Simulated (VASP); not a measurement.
The system is SnGeTe3.

```
CELL_PARAMETERS angstrom
6.46853 0.00000 0.00000
-3.23426 5.60191 0.00000
0.00000 0.00000 5.34055
ATOMIC_POSITIONS crystal
Sn 0.00000 0.00000 0.00000
Ge 0.00000 0.00000 0.50000
Te 0.50000 0.00000 0.00000
Te 0.00000 0.50000 0.00000
Te 0.50000 0.50000 0.00000
```

The cell was generated, and may not be a known phase.

| Quantity | Value |
| --- | --- |
| Program | VASP 6.6.1 |
| Task | relaxation of cell and atoms |
| Functional | PBE |
| Potentials or basis | VASP PAW PBE potentials, release 64 (Sn_d, Ge_d, Te) |
| Cutoff | 600 eV |
| k mesh | 3 × 3 × 4 |
| Occupations | gaussian, width 0.1 eV |
| Spin | no spin polarisation |

At the start: pressure 0.6 GPa; volume 38.70 Å³/atom.

Question: Where does the relaxation end?

Answer: Over 3 steps the energy falls by 6.3 meV/atom and the volume is 40.28 Å³/atom (+4.1 %); space group P6/mmm (No. 191, to 0.1 Å) before and after.

The path:
| step | energy change (eV) | largest force (eV/Å) | pressure (GPa) | volume (Å³) |
| --- | --- | --- | --- | --- |
| 1 | 0.0000 | 0.0000 | 0.58 | 193.52 |
| 2 | -0.0242 | 0.0000 | 0.27 | 197.43 |
| 3 | -0.0315 | 0.0000 | -0.05 | 201.41 |

Final structure:
```cif
data_structure
_symmetry_space_group_name_H-M 'P 1'
_symmetry_Int_Tables_number 1
_cell_length_a 6.4856
_cell_length_b 6.4856
_cell_length_c 5.5290
_cell_angle_alpha 90.000
_cell_angle_beta 90.000
_cell_angle_gamma 120.000
_cell_volume 201.41
loop_
_atom_site_label
_atom_site_type_symbol
_atom_site_fract_x
_atom_site_fract_y
_atom_site_fract_z
_atom_site_occupancy
Sn1 Sn 0.00000 0.00000 0.00000 1
Ge1 Ge 0.00000 0.00000 0.50000 1
Te1 Te 0.50000 0.00000 0.00000 1
Te2 Te 0.00000 0.50000 0.00000 1
Te3 Te 0.50000 0.50000 0.00000 1
```

Caveat: the k points lie up to 0.37 Å⁻¹ apart in the final cell, too coarse for converged energies and pressures of a metal.
